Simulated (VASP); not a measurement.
# AlN (F-43m) in VASP: further runs

AlN is run at these levels: LDA; tasks: vibrations by perturbation theory.

Program: VASP 6.6.1. These are calculated values, not measurements. Logs are shortened: lines on timing, memory, paths and dates and some standing lists are left out, and cuts for length are marked.

### 1 The cell of the first run

The structure is cubic, space group F-43m (No. 216). Conventional cell: a = 4.138 Å, b = 4.138 Å, c = 4.138 Å, α = 90.00°, β = 90.00°, γ = 90.00°. Al (site symmetry -43m) has 4 N at 1.79 Å within 2.4 Å. Within 2.4 Å of N (site symmetry -43m) lie 4 Al at 1.79 Å.

### 2 Vibrations by perturbation theory, LDA

INCAR

```
SYSTEM = AlN
PREC = Accurate
ENCUT = 520
EDIFF = 1E-8
ISMEAR = 0
SIGMA = 0.01
LREAL = .FALSE.
LASPH = .TRUE.
NELM = 100
ALGO = Normal
ISIF = 2
LWAVE = .FALSE.
LCHARG = .FALSE.
GGA = CA
NBANDS = 11
IBRION = 8
NSW = 1
LEPSILON = .TRUE.
```

KPOINTS

```
Automatic mesh
0
G
  10 10 10
  0 0 0
```

POSCAR

```
AlN
1.0
    0.0000000000      2.0691508618      2.0691508618
    2.0691508618      0.0000000000      2.0691508618
    2.0691508618      2.0691508618      0.0000000000
Al N
1 1
Direct
    0.0000000000      0.0000000000      0.0000000000
    0.7500000000      0.7500000000      0.7500000000
```

Potentials or basis: VASP PAW LDA potentials, release 64 (Al, N).

The run is started by

```sh
$ cat potpaw_LDA.64/Al/POTCAR potpaw_LDA.64/N/POTCAR > POTCAR
$ mpirun -np 1 vasp_std > vasp.out
```

OUTCAR:

```text
SYSTEM = AlN
   PREC = Accurate
   ENCUT = 520
   EDIFF = 1E-8
   ISMEAR = 0
   LREAL = .FALSE.
   LASPH = .TRUE.
   NELM = 100
   ISIF = 2
   GGA = CA
   IBRION = 8
   NSW = 1
   LEPSILON = .TRUE.

 ion  position               nearest neighbor table
   1  0.000  0.000  0.000-   2 1.79   2 1.79   2 1.79   2 1.79
   2  0.750  0.750  0.750-   1 1.79   1 1.79   1 1.79   1 1.79

  LATTYP: Found a face centered cubic cell.
 ALAT       =     4.1383017236

  Lattice vectors:

 A1 = (   0.0000000000,   2.0691508618,   2.0691508618)
 A2 = (   2.0691508618,   0.0000000000,   2.0691508618)
 A3 = (   2.0691508618,   2.0691508618,   0.0000000000)

Analysis of symmetry for initial positions (statically):
=====================================================================
 Subroutine PRICEL returns:
 Original cell was already a primitive cell.

 Routine SETGRP: Setting up the symmetry group for a
 face centered cubic supercell.

 Subroutine GETGRP returns: Found 24 space group operations
 (whereof 24 operations were pure point group operations)
 out of a pool of 48 trial point group operations.

The static configuration has the point symmetry T_d .

Analysis of symmetry for dynamics (positions and initial velocities):
=====================================================================
 Subroutine PRICEL returns:
 Original cell was already a primitive cell.

 Routine SETGRP: Setting up the symmetry group for a
 face centered cubic supercell.

 Subroutine GETGRP returns: Found 24 space group operations
 (whereof 24 operations were pure point group operations)
 out of a pool of 48 trial point group operations.

The dynamic configuration has the point symmetry T_d .

 Subroutine INISYM returns: Found 24 space group operations
 (whereof 24 operations are pure point group operations),
 and found     1 'primitive' translations

----------------------------------------------------------------------------------------

                                     Primitive cell

  volume of cell :      17.7177

  direct lattice vectors                    reciprocal lattice vectors
     0.000000000  2.069150862  2.069150862    -0.241645019  0.241645019  0.241645019
     2.069150862  0.000000000  2.069150862     0.241645019 -0.241645019  0.241645019
     2.069150862  2.069150862  0.000000000     0.241645019  0.241645019 -0.241645019

  length of vectors
     2.926221211  2.926221211  2.926221211     0.418541451  0.418541451  0.418541451

  position of ions in fractional coordinates (direct lattice)
     0.000000000  0.000000000  0.000000000
     0.750000000  0.750000000  0.750000000

  ion indices of the primitive-cell ions
   primitive index   ion index
                 1           1
                 2           2

----------------------------------------------------------------------------------------

 KPOINTS: Automatic mesh

Automatic generation of k-mesh.
 Grid dimensions read from file:
 generate k-points for:   10   10   10

 Generating k-lattice:

  Cartesian coordinates                     Fractional coordinates (reciprocal lattice)
[... 484 lines left out ...]

 Free energy of the ion-electron system (eV)
  ---------------------------------------------------
  ---------------------------------------------------
  free energy    TOTEN  =        -0.17526380 eV

  energy without entropy =       -0.17526380

------------------------ aborting loop because EDIFF is reached ----------------------------------------

--------------------------------------- Ionic step        2  -------------------------------------------

------------------------ aborting loop because EDIFF is reached ----------------------------------------

--------------------------------------- Ionic step        3  -------------------------------------------

------------------------ aborting loop because EDIFF is reached ----------------------------------------

 PIEZOELECTRIC TENSOR FIELD DIRECTION 3  (e Angst)
 -----------------------------------------------------------------------------
    -0.00047  0.60014  0.00000           ( -0.00000  0.00184  0.00000)
     0.60014 -0.00047  0.00000           (  0.00184 -0.00000  0.00000)
     0.00000  0.00000  0.00047           (  0.00000  0.00000 -0.00000)

 PIEZOELECTRIC TENSOR FIELD DIRECTION 3  (C/m^2)
 -----------------------------------------------------------------------------
    -0.00043  0.54269  0.00000
     0.54269 -0.00043  0.00000
     0.00000  0.00000  0.00043

--------------------------------------- Ionic step        4  -------------------------------------------

------------------------ aborting loop because EDIFF is reached ----------------------------------------

[... ionic steps 5 to 6 ...]

--------------------------------------- Ionic step        7  -------------------------------------------

 Free energy of the ion-electron system (eV)
  ---------------------------------------------------
  ---------------------------------------------------
  free energy    TOTEN  =        -0.23859878 eV

  energy without entropy =       -0.23859878

------------------------ aborting loop because EDIFF is reached ----------------------------------------

 INTERNAL STRAIN TENSOR  FOR ION    2  DIRECTION 1   (eV/Angst):
 -----------------------------------------------------------------------------
     0.00072  0.00000  0.00000
     0.00000 -0.00003 19.11746
     0.00000 19.11746 -0.00003

 MACROSCOPIC STATIC DIELECTRIC TENSOR (including local field effects in DFT)
 ------------------------------------------------------
           4.361248     0.000000     0.000000
          -0.000000     4.361248    -0.000000
          -0.000000     0.000000     4.361248
 ------------------------------------------------------

 PIEZOELECTRIC TENSOR (including local field effects)  for field in x, y, z        (e  Angst)
          XX          YY          ZZ          XY          YZ          ZX
  --------------------------------------------------------------------------------
  x    -0.00000     0.00000     0.00000     0.00000     0.60035     0.00000
  y    -0.00000    -0.00000    -0.00000     0.00000     0.00000     0.60035
  z     0.00000     0.00000    -0.00000     0.60035     0.00000     0.00000

 PIEZOELECTRIC TENSOR (including local field effects)  for field in x, y, z        (C/m^2)
          XX          YY          ZZ          XY          YZ          ZX
  --------------------------------------------------------------------------------
  x    -0.00000     0.00000     0.00000     0.00000     0.54289     0.00000
  y    -0.00000    -0.00000    -0.00000     0.00000     0.00000     0.54289
  z     0.00000     0.00000    -0.00000     0.54289     0.00000     0.00000

 BORN EFFECTIVE CHARGES (including local field effects) (in |e|, cummulative output)
 ---------------------------------------------------------------------------------
 ion    1
    1     2.51123    -0.00000    -0.00000
    2     0.00000     2.51123     0.00000
    3     0.00000     0.00000     2.51123
 ion    2
    1    -2.51123     0.00000     0.00000
    2     0.00000    -2.51123     0.00000
    3     0.00000     0.00000    -2.51123

 INTERNAL STRAIN TENSOR FOR ION    2 for displacements in x,y,z  (eV/Angst):
          X           Y           Z          XY          YZ          ZX
  --------------------------------------------------------------------------------
  x     0.00000    -0.00000    -0.00000     0.00000    19.11746     0.00000
  y    -0.00000    -0.00000    -0.00000     0.00000     0.00000    19.11746
  z    -0.00000    -0.00000     0.00000    19.11746     0.00000     0.00000

 SECOND DERIVATIVES (NOT SYMMETRIZED)
 ------------------------------------
               1X          1Y          1Z          2X          2Y          2Z
  1X   -22.755855    0.000000    0.000000   22.755855    0.000000    0.000000
  1Y     0.000000  -22.755855    0.000000    0.000000   22.755855    0.000000
  1Z     0.000000    0.000000  -22.755855    0.000000    0.000000   22.755855
  2X    22.760192    0.000000    0.000000  -22.760192    0.000000    0.000000
  2Y     0.000000   22.760192    0.000000    0.000000  -22.760192    0.000000
  2Z     0.000000    0.000000   22.760192    0.000000    0.000000  -22.760192

 Eigenvectors and eigenvalues of the dynamical matrix
 ----------------------------------------------------

   1 f  =   24.564763 THz   154.344958 2PiTHz  819.392292 cm-1   101.591651 meV
             X         Y         Z           dx          dy          dz
      0.000000  0.000000  0.000000    -0.584461    0.000000    0.000000
      3.103726  3.103726  3.103726     0.811422    0.000000    0.000000
[... 21 lines left out ...]
   6 f/i=    0.001110 THz     0.006976 2PiTHz    0.037033 cm-1     0.004592 meV
             X         Y         Z           dx          dy          dz
      0.000000  0.000000  0.000000     0.000000    0.000000    0.811422
      3.103726  3.103726  3.103726     0.000000    0.000000    0.584461

--------------------------------------------------------------------------------------------------------

 MACROSCOPIC STATIC DIELECTRIC TENSOR IONIC CONTRIBUTION
 ------------------------------------------------------
           2.830072     0.000000     0.000000
           0.000000     2.830072    -0.000000
          -0.000000    -0.000000     2.830072
 ------------------------------------------------------

 ELASTIC MODULI CONTR FROM IONIC RELAXATION (kBar)
 Direction    XX          YY          ZZ          XY          YZ          ZX
 --------------------------------------------------------------------------------
 XX          -0.0000     -0.0000     -0.0000     -0.0000     -0.0000     -0.0000
 YY          -0.0000     -0.0000     -0.0000     -0.0000     -0.0000     -0.0000
 ZZ          -0.0000     -0.0000     -0.0000     -0.0000     -0.0000     -0.0000
 XY          -0.0000     -0.0000     -0.0000  -1399.0720     -0.0000      0.0000
 YZ          -0.0000     -0.0000     -0.0000      0.0000  -1399.0720     -0.0000
 ZX          -0.0000     -0.0000     -0.0000      0.0000     -0.0000  -1399.0720
 --------------------------------------------------------------------------------

 PIEZOELECTRIC TENSOR IONIC CONTR  for field in x, y, z        (C/m^2)
          XX          YY          ZZ          XY          YZ          ZX
  --------------------------------------------------------------------------------
  x    -0.00000    -0.00000    -0.00000     0.00000    -1.87237    -0.00000
  y    -0.00000    -0.00000    -0.00000     0.00000    -0.00000    -1.87237
  z    -0.00000    -0.00000    -0.00000    -1.87237    -0.00000     0.00000
```

Wall time 2.1 min (1 thread of Intel Xeon 6975P-C (Granite Rapids), shared host); peak memory 0.2 GiB.

What came out:

```
Electronic dielectric tensor (diagonal)                 : 4.36
Born charges (mean of the diagonal)                     : Al +2.51; N -2.51 e
Highest phonon frequency at Γ, LO-TO splitting left out : 819 cm⁻¹
```

Phonon frequencies in cm⁻¹ (negative: imaginary):
```csv
q point,frequencies
"(0.000, 0.000, 0.000)",0 0 0 819 819 819
```

Electronic dielectric tensor:
```
4.36 0.00 0.00
0.00 4.36 0.00
0.00 0.00 4.36
```

Born effective charge tensors (e):
atom 1, Al
```
2.51 0.00 0.00
0.00 2.51 0.00
0.00 0.00 2.51
```
atom 2, N
```
-2.51  0.00  0.00
 0.00 -2.51  0.00
 0.00  0.00 -2.51
```

Caveat: the cell wasn't relaxed at this level first, which shifts response properties.

[end of part 1 of 2]
